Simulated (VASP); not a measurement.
# Si in VASP: a series of runs

The runs below take Si through single point, with LDA.

Everything below comes from runs of VASP 6.6.1. Logs are shortened: lines on timing, memory, paths and dates and some standing lists are left out, and cuts for length are marked.

## Step 1: The cell of the first run

The cell holds a slab with vacuum, 6 atoms: a = 3.820 Å, b = 3.820 Å, c = 22.752 Å, α = 90.00°, β = 90.00°, γ = 90.00°.

## Step 2: Single point, LDA

File INCAR:

```
SYSTEM = Si
PREC     = Accurate       ! precision mode
ENCUT    = 520            ! plane-wave cutoff, eV
EDIFF    = 1E-6           ! SCF threshold, eV
ISMEAR   = -1             ! smearing method
SIGMA    = 0.02           ! smearing width, eV
LREAL    = .FALSE.        ! projectors in reciprocal space
LASPH    = .TRUE.         ! aspherical terms in the spheres
NELM     = 100            ! most SCF steps
ALGO     = Normal         ! electronic algorithm
ISIF     = 2              ! what is computed and relaxed
LWAVE    = .FALSE.        ! write WAVECAR
LCHARG   = .TRUE.         ! write CHGCAR
LDIPOL   = .TRUE.       
IDIPOL   = 3            
DIPOL    = 0.5 0.5 0.500
GGA      = CA             ! functional
LELF     = .TRUE.         ! ELF
LVHAR    = .TRUE.       
LVACPOTAV= .TRUE.       
NBANDS   = 21             ! bands
```

File KPOINTS:

```
regular mesh
0
G
  8 8 1
  0 0 0
```

File POSCAR:

```
Si
1.0
    3.8197434381      0.0000000000      0.0000000000
    0.0000000000      3.8197434381      0.0000000000
    0.0000000000      0.0000000000     22.7524000000
Si
6
Direct
    0.7500000000      0.0000000000      0.3516109022
    0.2500000000      0.0000000000      0.4109665413
    0.2500000000      0.5000000000      0.4703221804
    0.7500000000      0.5000000000      0.5296778196
    0.7500000000      0.0000000000      0.5890334587
    0.2500000000      0.0000000000      0.6483890978
```

Potentials or basis: VASP PAW LDA potentials, release 64 (Si).

Launch:

```sh
> cat potpaw_LDA.64/Si/POTCAR > POTCAR
> mpirun -np 1 vasp_std > vasp.out
```

OUTCAR:

```text
SYSTEM = Si
   PREC = Accurate
   ENCUT = 520
   EDIFF = 1E-6
   ISMEAR = -1
   LREAL = .FALSE.
   LASPH = .TRUE.
   NELM = 100
   ISIF = 2
   GGA = CA

 ion  position               nearest neighbor table
   1  0.750  0.000  0.352-   2 2.34   2 2.34
   2  0.250  0.000  0.411-   1 2.34   3 2.34   3 2.34   1 2.34
   3  0.250  0.500  0.470-   2 2.34   2 2.34   4 2.34   4 2.34
   4  0.750  0.500  0.530-   5 2.34   5 2.34   3 2.34   3 2.34
   5  0.750  0.000  0.589-   4 2.34   6 2.34   4 2.34   6 2.34
   6  0.250  0.000  0.648-   5 2.34   5 2.34

  LATTYP: Found a simple tetragonal cell.
 ALAT       =     3.8197434381
 C/A-ratio  =     5.9565257114

  Lattice vectors:

 A1 = (   3.8197434381,   0.0000000000,   0.0000000000)
 A2 = (   0.0000000000,   3.8197434381,   0.0000000000)
 A3 = (   0.0000000000,   0.0000000000,  22.7524000000)

Analysis of symmetry for initial positions (statically):
=====================================================================
 Subroutine PRICEL returns:
 Original cell was already a primitive cell.

 Routine SETGRP: Setting up the symmetry group for a
 simple tetragonal supercell.

 Subroutine GETGRP returns: Found  8 space group operations
 (whereof  4 operations were pure point group operations)
 out of a pool of 16 trial point group operations.

The static configuration has the point symmetry C_2h.
 The point group associated with its full space group is D_2h.

Analysis of symmetry for dynamics (positions and initial velocities):
=====================================================================
 Subroutine PRICEL returns:
 Original cell was already a primitive cell.

 Routine SETGRP: Setting up the symmetry group for a
 simple tetragonal supercell.

 Subroutine GETGRP returns: Found  8 space group operations
 (whereof  4 operations were pure point group operations)
 out of a pool of 16 trial point group operations.

The dynamic configuration has the point symmetry C_2h.
 The point group associated with its full space group is D_2h.

 Subroutine INISYM returns: Found  8 space group operations
 (whereof  4 operations are pure point group operations),
 and found     1 'primitive' translations

----------------------------------------------------------------------------------------

                                     Primitive cell

  volume of cell :     331.9675

  direct lattice vectors                    reciprocal lattice vectors
     3.819743438  0.000000000  0.000000000     0.261797688  0.000000000  0.000000000
     0.000000000  3.819743438  0.000000000     0.000000000  0.261797688  0.000000000
     0.000000000  0.000000000 22.752400000     0.000000000  0.000000000  0.043951407

  length of vectors
     3.819743438  3.819743438 22.752400000     0.261797688  0.261797688  0.043951407

  position of ions in fractional coordinates (direct lattice)
     0.750000000  0.000000000  0.351610902
     0.250000000  0.000000000  0.410966541
     0.250000000  0.500000000  0.470322180
     0.750000000  0.500000000  0.529677820
     0.750000000  0.000000000  0.589033459
     0.250000000  0.000000000  0.648389098

  ion indices of the primitive-cell ions
   primitive index   ion index
                 1           1
                 2           2
                 3           3
                 4           4
                 5           5
                 6           6

----------------------------------------------------------------------------------------

 KPOINTS: regular mesh

Automatic generation of k-mesh.
 Grid dimensions read from file:
 generate k-points for:    8    8    1

 Generating k-lattice:

  Cartesian coordinates                     Fractional coordinates (reciprocal lattice)
     0.032724711  0.000000000  0.000000000     0.125000000  0.000000000  0.000000000
     0.000000000  0.032724711  0.000000000     0.000000000  0.125000000  0.000000000
     0.000000000  0.000000000  0.043951407     0.000000000  0.000000000  1.000000000

  Length of vectors
     0.032724711  0.032724711  0.043951407

  Shift w.r.t. Gamma in fractional coordinates (k-lattice)
     0.000000000  0.000000000  0.000000000

 Subroutine IBZKPT returns following result:
 ===========================================

 Found     25 irreducible k-points:

 Following reciprocal coordinates:
            Coordinates               Weight
  0.000000  0.000000  0.000000      1.000000
  0.125000  0.000000  0.000000      2.000000
  0.000000  0.125000  0.000000      2.000000
  0.250000  0.000000  0.000000      2.000000
  0.000000  0.250000  0.000000      2.000000
  0.375000  0.000000  0.000000      2.000000
[... 16 lines left out ...]
  0.500000  0.375000  0.000000      2.000000
 -0.375000  0.500000  0.000000      2.000000
   k-points           NKPTS =     25   k-points in BZ     NKDIM =     25   number of bands    NBANDS=     21
   number of dos      NEDOS =    301   number of ions     NIONS =      6
   total plane-waves  NPLWV = 141120
   dimension x,y,z NGX =    28 NGY =   28 NGZ =  180
   dimension x,y,z NGXF=    56 NGYF=   56 NGZF=  360
   ions per type =               6
   NGX,Y,Z   is equivalent  to a cutoff of  12.19, 12.19, 13.15 a.u.
   NGXF,Y,Z  is equivalent  to a cutoff of  24.37, 24.37, 26.30 a.u.
 SYSTEM =  Si
   PREC   = accura    normal or accurate (medium, high low for compatibility)
   ISTART =      0    job   : 0-new  1-cont  2-samecut
   ICHARG =      2    charge: 1-file 2-atom 10-const
   ISPIN  =      1    spin polarized calculation?
   LNONCOLLINEAR =      F non collinear calculations
   LSORBIT =      F    spin-orbit coupling
   LASPH  =      T    aspherical Exc in radial PAW
   ENCUT  =  520.0 eV  38.22 Ry    6.18 a.u.   7.10  7.10 42.30*2*pi/ulx,y,z
   NELM   =    100;   NELMIN=  2; NELMDL= -5     # of ELM steps
   EDIFF  = 0.1E-05   stopping-criterion for ELM
   LREAL  =      F    real-space projection
   EDIFFG = 0.1E-04   stopping-criterion for IOM
   NSW    =      0    number of steps for IOM
   IBRION =     -1    ionic relax: 0-MD 1-quasi-New 2-CG
   NFREE  =      0    steps in history (QN), initial steepest desc. (CG)
   ISIF   =      2    stress and relaxation
   ISYM   =      2    0-nonsym 1-usesym 2-fastsym
   POTIM  = 0.5000    time-step for ionic-motion
   TEBEG  =    0.0;   TEEND  =   0.0 temperature during run
   PSTRESS=    0.0 pullay stress
   NELECT =      24.0000    total number of electrons
   NUPDOWN=      -1.0000    fix difference up-down
   EMIN   =  10.00;   EMAX   =-10.00  energy-range for DOS
   EFERMI =   0.00;   METHOD = LEGACY
   ISMEAR =    -1;   SIGMA  =   0.02  broadening in eV -4-tet -1-fermi 0-gaus
   EFERMI_NEDOS =   21; number of points for ismear=-14 and -15
   IALGO  =     38    algorithm
   IMIX   =      4    mixing-type and parameters
     AMIX     =   0.40;   BMIX     =  1.00
     AMIX_MAG =   1.60;   BMIX_MAG =  1.00
  volume/ion in A,a.u.               =      55.33       373.37
  Fermi-wavevector in a.u.,A,eV,Ry     =   0.681993  1.288780  6.328270  0.465115
  Thomas-Fermi vector in A             =   1.760937
   LORBIT       =      0    0 simple, 1 ext, 2 COOP (PROOUT), +10 PAW based schemes
   GGA     = CA    functional components
   LHFCALC =     F    Hartree Fock is set to
   AEXX    =    0.0000 exact exchange contribution
   IVDW    =     0    specifies the selected vdW correction
   LEPSILON=     F    determine dielectric tensor
   LRPA    =     F    only Hartree local field effects (RPA)
 non-spin polarized calculation
  energy-cutoff  :      520.00
  volume of cell :      331.97
 maximum number of plane-waves:      8968
   NGX = 15   NGY = 15   NGZ = 85

 number of electron      24.0000000 magnetization

 dipolmoment           0.000000      0.000000      0.000000 electrons x Angstroem

 Free energy of the ion-electron system (eV)
  ---------------------------------------------------
  ext. energy  EPLUGINS =         0.00000000
  ---------------------------------------------------
  free energy    TOTEN  =       -31.52810630 eV

  energy without entropy =      -31.52327034  energy(sigma->0) =      -31.52568832

 E-fermi :  -1.4901     XC(G=0):  -4.3089

 val. band max:       -1.4986231787   @ k =   0.0000   0.2500   0.0000
 cond. band min:      -1.4594584663   @ k =   0.1250   0.1250   0.0000
 fundamental gap:      0.0391647124
 Fermi energy:        -1.4900827692

 k-point     1 :       0.0000    0.0000    0.0000
  band No.  band energies     occupation
      1     -12.8985      2.00000
      2     -11.6624      2.00000
      3      -9.8448      2.00000
      4      -7.5401      2.00000
      5      -4.8968      2.00000
      6      -3.7770      2.00000
[... 13 lines left out ...]
     20       2.3292      0.00000
     21       3.5392      0.00000

 k-point     2 :       0.1250    0.0000    0.0000
  band No.  band energies     occupation
      1     -12.7641      2.00000
      2     -11.5400      2.00000
      3      -9.7008      2.00000
      4      -7.6377      2.00000
      5      -5.2150      2.00000
      6      -4.4479      2.00000
[... 13 lines left out ...]
     20       2.8472      0.00000
     21       3.4659      0.00000

 k-point     3 :       0.0000    0.1250    0.0000
  band No.  band energies     occupation
      1     -12.7652      2.00000
      2     -11.5472      2.00000
      3      -9.8243      2.00000
      4      -7.4710      2.00000
      5      -5.3105      2.00000
      6      -4.0538      2.00000
[... 13 lines left out ...]
     20       2.6468      0.00000
     21       3.4287      0.00000

 k-point     4 :       0.2500    0.0000    0.0000
  band No.  band energies     occupation
      1     -12.3702      2.00000
      2     -11.2038      2.00000
      3      -9.2774      2.00000
      4      -8.1049      2.00000
      5      -6.2838      2.00000
      6      -5.0735      2.00000
[... 13 lines left out ...]
     20       3.3175      0.00000
     21       4.0817      0.00000

 k-point     5 :       0.0000    0.2500    0.0000
  band No.  band energies     occupation
      1     -12.3736      2.00000
      2     -11.2248      2.00000
      3      -9.8617      2.00000
      4      -7.3495      2.00000
      5      -6.2984      2.00000
      6      -5.0056      2.00000
[... 13 lines left out ...]
     20       3.4483      0.00000
     21       3.6794      0.00000
[... 382 lines left out ...]
     20       4.1892      0.00000
     21       4.3981      0.00000

 k-point    22 :       0.3750    0.3750    0.0000
  band No.  band energies     occupation
      1     -10.5855      2.00000
      2      -9.7670      2.00000
      3      -8.9540      2.00000
      4      -8.2171      2.00000
      5      -7.3335      2.00000
      6      -6.9681      2.00000
[... 13 lines left out ...]
     20       3.3926      0.00000
     21       4.7850      0.00000

 k-point    23 :       0.5000    0.3750    0.0000
  band No.  band energies     occupation
      1      -9.8599      2.00000
      2      -9.8599      2.00000
      3      -8.1973      2.00000
      4      -8.1973      2.00000
      5      -8.0144      2.00000
      6      -8.0144      2.00000
[... 13 lines left out ...]
     20       3.5513      0.00000
     21       4.1770      0.00000

 k-point    24 :      -0.3750    0.5000    0.0000
  band No.  band energies     occupation
      1      -9.9251      2.00000
      2      -9.5824      2.00000
      3      -9.3739      2.00000
      4      -8.2085      2.00000
      5      -7.3505      2.00000
      6      -7.3044      2.00000
[... 13 lines left out ...]
     20       3.4751      0.00000
     21       4.5754      0.00000

 [... further k-points ...]

------------------------ aborting loop because EDIFF is reached ----------------------------------------

  FORCE on cell =-STRESS in cart. coord.  units (eV):
  Direction    XX          YY          ZZ          XY          YZ          ZX
  --------------------------------------------------------------------------------------
  -------------------------------------------------------------------------------------
  Total       -0.6754057     -3.9421824     -0.6460813      0.0000000      0.0000000      0.0000000
  in kB       -3.2597154    -19.0261842     -3.1181867      0.0000000      0.0000000      0.0000000
  external PRESSURE =      -8.4680288 kB  Pullay stress =       0.0000000 kB

 VOLUME and BASIS-vectors are now :
 -----------------------------------------------------------------------------
  energy-cutoff  :      520.00
  volume of cell :      331.97
      direct lattice vectors                 reciprocal lattice vectors
     3.819743438  0.000000000  0.000000000     0.261797688  0.000000000  0.000000000
     0.000000000  3.819743438  0.000000000     0.000000000  0.261797688  0.000000000
     0.000000000  0.000000000 22.752400000     0.000000000  0.000000000  0.043951407

 POSITION                                       TOTAL-FORCE (eV/Angst)
 -----------------------------------------------------------------------------------
      2.86481      0.00000      7.99999        -0.000000      0.000000      0.187305
      0.95494      0.00000      9.35048         0.000000      0.000000     -0.168941
      0.95494      1.90987     10.70096        -0.000000     -0.000000      0.040322
      2.86481      1.90987     12.05144         0.000000      0.000000     -0.040322
      2.86481      0.00000     13.40192         0.000000      0.000000      0.168941
      0.95494      0.00000     14.75241         0.000000      0.000000     -0.187305
 -----------------------------------------------------------------------------------
    total drift:                               -0.000000      0.000000      0.000000

  FREE ENERGIE OF THE ION-ELECTRON SYSTEM (eV)
  ---------------------------------------------------
  free  energy   TOTEN  =       -31.5281062999 eV

  energy  without entropy=      -31.5232703390  energy(sigma->0) =      -31.52568832

 vacuum level on the upper side and lower side of the slab         4.003         4.003
```

Wall time 2.2 min (1 thread of AMD EPYC 9R45 (Zen 5), shared host); peak memory 0.31 GiB.

Results:

- Free energy: -31.5281 eV
- Largest force: 0.187 eV/Å
- Band gap on the k mesh: zero (bands 12 and 13 overlap by 1.02 eV)

Forces on the atoms (eV/Å):
```
Si   0.000  0.000  0.187
Si   0.000  0.000 -0.169
Si   0.000  0.000  0.040
Si   0.000  0.000 -0.040
Si   0.000  0.000  0.169
Si   0.000  0.000 -0.187
```

Levels at points of the mesh, in eV from the Fermi level:
| k point | band 8 | band 9 | band 10 | band 11 | band 12 | band 13 | band 14 | band 15 | band 16 | band 17 |
| --- | --- | --- | --- | --- | --- | --- | --- | --- | --- | --- |
| (0.00, 0.00, 0.00) | -1.28 | -1.10 | -0.77 | -0.20 | 0.45 | 1.21 | 1.26 | 1.75 | 2.31 | 2.70 |
| (0.50, 0.00, 0.00) | -2.56 | -1.04 | -1.04 | -0.58 | -0.58 | 2.54 | 2.54 | 2.54 | 2.54 | 3.70 |
| (0.00, 0.50, 0.00) | -1.08 | -0.94 | -0.80 | -0.72 | -0.54 | 0.38 | 0.59 | 2.69 | 2.70 | 2.98 |
| (0.50, 0.50, 0.00) | -3.24 | -2.99 | -2.99 | -0.58 | -0.58 | -0.58 | -0.58 | 2.58 | 2.58 | 2.68 |

(Continued in part 2 of 2.)
